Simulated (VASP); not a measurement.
# Ta4C3 (R3m) in VASP: a series of runs, part 2 of 2

VASP 6.6.1. The steps go on from the part before.

## 3. Single point, PBEsol (atom 4 (Ta) moved +0.150 Å along Cartesian [0 0 1])

File INCAR:

```
SYSTEM = Ta4C3
ALGO = Normal
EDIFF = 1E-6
ENCUT = 520
GGA = PS
ISIF = 2
ISMEAR = 0
LASPH = .True.
LCHARG = .False.
LREAL = .False.
LWAVE = .False.
NBANDS = 37
NELM = 80
PREC = Accurate
SIGMA = 0.15
```

File KPOINTS:

```
k-points
0
Gamma
  12 12 12
  0 0 0
```

File POSCAR:

```
Ta4C3
1.0
    1.5516367303      0.8958378839     10.1645109695
   -1.5516367303      0.8958378839     10.1645109695
    0.0000000000     -1.7916757678     10.1645109695
Ta C
4 3
Direct
    0.3733722057      0.3733722057      0.3733722057
    0.6244615989      0.6244615989      0.6244615989
    0.2096180968      0.2096180968      0.2096180968
    0.7993165143      0.7993165143      0.7993165143
    0.5025935066      0.5025935066      0.5025935066
    0.9960170748      0.9960170748      0.9960170748
    0.0845400886      0.0845400886      0.0845400886
```

Potentials or basis: VASP PAW PBE potentials, release 64 (Ta_pv, C).

Launch:

```bash
> cat potpaw_PBE.64/Ta_pv/POTCAR potpaw_PBE.64/C/POTCAR > POTCAR
> mpirun -np 1 vasp_std > vasp.out
```

OUTCAR:

```text
SYSTEM = Ta4C3
   EDIFF = 1E-6
   ENCUT = 520
   GGA = PS
   ISIF = 2
   ISMEAR = 0
   LASPH = .True.
   LREAL = .False.
   NELM = 80
   PREC = Accurate

 ion  position               nearest neighbor table
   1  0.373  0.373  0.373-   6 2.24   6 2.24   6 2.24   7 2.25   7 2.25   7 2.25   2 3.08   2 3.08
                             2 3.08   4 3.34   4 3.34   4 3.34
   2  0.624  0.624  0.624-   6 2.14   6 2.14   6 2.14   3 3.06   3 3.06   3 3.06   1 3.08   1 3.08
                             1 3.08
   3  0.210  0.210  0.210-   5 2.17   5 2.17   5 2.17   4 2.95   4 2.95   4 2.95   2 3.06   2 3.06
                             2 3.06
   4  0.799  0.799  0.799-   5 2.11   5 2.11   5 2.11   7 2.32   7 2.32   7 2.32   3 2.95   3 2.95
                             3 2.95   1 3.34   1 3.34   1 3.34
   5  0.503  0.503  0.503-   4 2.11   4 2.11   4 2.11   3 2.17   3 2.17   3 2.17
   6  0.996  0.996  0.996-   2 2.14   2 2.14   2 2.14   1 2.24   1 2.24   1 2.24
   7  0.085  0.085  0.085-   1 2.25   1 2.25   1 2.25   4 2.32   4 2.32   4 2.32

  LATTYP: Found a trigonal (rhomboedric) cell.
 ALAT       =    10.3212104574
 COS(alpha) =     0.9547989179

  Lattice vectors:

 A1 = (   1.5516367303,   0.8958378839,  10.1645109695)
 A2 = (  -1.5516367303,   0.8958378839,  10.1645109695)
 A3 = (   0.0000000000,  -1.7916757678,  10.1645109695)

Analysis of symmetry for initial positions (statically):
=====================================================================
 Subroutine PRICEL returns:
 Original cell was already a primitive cell.

 Routine SETGRP: Setting up the symmetry group for a
 trigonal (rhombohedral) supercell.

 Subroutine GETGRP returns: Found  6 space group operations
 (whereof  6 operations were pure point group operations)
 out of a pool of 12 trial point group operations.

The static configuration has the point symmetry C_3v.

Analysis of symmetry for dynamics (positions and initial velocities):
=====================================================================
 Subroutine PRICEL returns:
 Original cell was already a primitive cell.

[... 139 lines left out ...]
  Fermi-wavevector in a.u.,A,eV,Ry     =   1.425778  2.694329 27.658489  2.032842
  Thomas-Fermi vector in A             =   2.546125
   LORBIT       =      0    0 simple, 1 ext, 2 COOP (PROOUT), +10 PAW based schemes
   GGA     = PS    functional components
   LHFCALC =     F    Hartree Fock is set to
   AEXX    =    0.0000 exact exchange contribution
   IVDW    =     0    specifies the selected vdW correction
   LEPSILON=     F    determine dielectric tensor
   LRPA    =     F    only Hartree local field effects (RPA)
 non-spin polarized calculation
 Gauss-broadening in eV      SIGMA  =   0.15
  energy-cutoff  :      520.00
  volume of cell :       84.77
 maximum number of plane-waves:      2300
 NGX is ok and might be reduce to    80
   NGX = 39   NGY = 39   NGZ = 39

 number of electron      56.0000001 magnetization

 Free energy of the ion-electron system (eV)
  ---------------------------------------------------
  ext. energy  EPLUGINS =         0.00000000
  ---------------------------------------------------
  free energy    TOTEN  =       -83.26553612 eV

  energy without entropy =      -83.24513145  energy(sigma->0) =      -83.25533378

 E-fermi :   7.2710     XC(G=0): -13.1417

 val. band max:        7.2702167666   @ k =  -0.2500   0.5000   0.2500
 cond. band min:       7.2731219279   @ k =   0.4167   0.3333   0.2500
 fundamental gap:      0.0029051613
 Fermi energy:         7.2709875492

 k-point     1 :       0.0000    0.0000    0.0000
  band No.  band energies     occupation
      1     -27.9234      2.00000
      2     -27.6639      2.00000
      3     -27.3904      2.00000
      4     -27.3904      2.00000
      5     -27.2767      2.00000
      6     -27.2429      2.00000
[... 949 lines left out ...]
     36      11.8588      0.00000
     37      12.2169      0.00000

 [... further k-points ...]
[... 5 lines left out ...]
  --------------------------------------------------------------------------------------
  -------------------------------------------------------------------------------------
  Total        1.5748617      1.5748617      1.0911461      0.0000000     -0.0000000      0.0000000
  in kB       29.7643072     29.7643072     20.6222611      0.0000000     -0.0000000      0.0000000
  external PRESSURE =      26.7169585 kB  Pullay stress =       0.0000000 kB

 VOLUME and BASIS-vectors are now :
 -----------------------------------------------------------------------------
  energy-cutoff  :      520.00
  volume of cell :       84.77
      direct lattice vectors                 reciprocal lattice vectors
     1.551636730  0.895837884 10.164510970     0.322240374  0.186045567  0.032793839
    -1.551636730  0.895837884 10.164510970    -0.322240374  0.186045567  0.032793839
     0.000000000 -1.791675768 10.164510970     0.000000000 -0.372091133  0.032793839

 POSITION                                       TOTAL-FORCE (eV/Angst)
 -----------------------------------------------------------------------------------
      0.00000      0.00000     11.38544         0.000000      0.000000      0.538639
      0.00000      0.00000     19.04204         0.000000     -0.000000      0.013202
      0.00000      0.00000      6.39200         0.000000     -0.000000      0.971094
      0.00000      0.00000     24.37398         0.000000     -0.000000     -3.662277
      0.00000      0.00000     15.32585         0.000000      0.000000      1.304437
      0.00000      0.00000     30.37208         0.000000     -0.000000     -0.015305
      0.00000      0.00000      2.57793         0.000000     -0.000000      0.850210
 -----------------------------------------------------------------------------------
    total drift:                                0.000000     -0.000000      0.000103

  FREE ENERGIE OF THE ION-ELECTRON SYSTEM (eV)
  ---------------------------------------------------
  free  energy   TOTEN  =       -83.2655361153 eV

  energy  without entropy=      -83.2451314462  energy(sigma->0) =      -83.25533378
```

OSZICAR:

```text
N       E                     dE             d eps       ncg     rms          rms(c)
DAV:   1     0.511014247704E+03    0.51101E+03   -0.30631E+04 13986   0.158E+03
DAV:   2    -0.624272592965E+02   -0.57344E+03   -0.55873E+03 15434   0.460E+02
DAV:   3    -0.931153945008E+02   -0.30688E+02   -0.30189E+02 17746   0.957E+01
DAV:   4    -0.937812812619E+02   -0.66589E+00   -0.66235E+00 17652   0.135E+01
DAV:   5    -0.937932135299E+02   -0.11932E-01   -0.11919E-01 17615   0.166E+00    0.469E+01
DAV:   6    -0.836064025869E+02    0.10187E+02   -0.52630E+01 17631   0.324E+01    0.198E+01
DAV:   7    -0.833983901298E+02    0.20801E+00   -0.44058E+00 17762   0.106E+01    0.771E+00
DAV:   8    -0.833858215264E+02    0.12569E-01   -0.26067E+00 17869   0.795E+00    0.234E+00
DAV:   9    -0.832683231812E+02    0.11750E+00   -0.79872E-01 17770   0.554E+00    0.574E-01
DAV:  10    -0.832662036941E+02    0.21195E-02   -0.39927E-02 18021   0.120E+00    0.260E-01
DAV:  11    -0.832656978741E+02    0.50582E-03   -0.82840E-03 17264   0.495E-01    0.129E-01
DAV:  12    -0.832655422111E+02    0.15566E-03   -0.12824E-03 18310   0.231E-01    0.622E-02
DAV:  13    -0.832655440479E+02   -0.18369E-05   -0.20403E-04 17933   0.856E-02    0.212E-02
DAV:  14    -0.832655384564E+02    0.55915E-05   -0.28839E-05 18038   0.392E-02    0.116E-02
DAV:  15    -0.832655365968E+02    0.18596E-05   -0.96364E-06 16045   0.175E-02    0.414E-03
DAV:  16    -0.832655361153E+02    0.48150E-06   -0.82018E-07  9758   0.624E-03
   1 F= -.83265536E+02 E0= -.83255334E+02  d E =-.204047E-01
```

stdout:

```text
POSCAR found type information on POSCAR TaC
 POSCAR found :  2 types and       7 ions
 scaLAPACK will be used
 -----------------------------------------------------------------------------
|                                                                             |
|                                                                             |
|     You enforced a specific xc type in the INCAR file but a different       |
|     I HOPE YOU KNOW WHAT YOU ARE DOING!                                     |
|                                                                             |
 -----------------------------------------------------------------------------

 LDA part: xc-table for (Slater+PW92), standard interpolation
 POSCAR, INCAR and KPOINTS ok, starting setup
 FFT: planning ... GRIDC
 FFT: planning ... GRID_SOFT
 FFT: planning ... GRID
 WAVECAR not read
 entering main loop
```

It took 65 min on 1 thread of AMD EPYC 9R45 (Zen 5), shared host; peak memory 1.2 GiB.

What came out:

```
Free energy            : -83.2655 eV
Pressure               : 2.7 GPa
Largest force          : 3.662 eV/Å
Band gap on the k mesh : zero (bands 28 and 29 overlap by 0.39 eV)
```

Forces in eV/Å, atoms in the order of the input:
```
Ta   0.000  0.000  0.539
Ta   0.000  0.000  0.013
Ta   0.000  0.000  0.971
Ta   0.000  0.000 -3.662
C    0.000  0.000  1.304
C    0.000  0.000 -0.015
C    0.000  0.000  0.850
```

Stress tensor (GPa, compression positive):
```
2.98 0.00 0.00
0.00 2.98 0.00
0.00 0.00 2.06
```

Caveat: the cell differs from its parent crystal (atom 4 (Ta) moved +0.150 Å along Cartesian [0 0 1]); the PAW data sets were made with another functional, which shifts forces and pressure a little; spin-orbit coupling is left out, which moves the levels of the heavy elements.
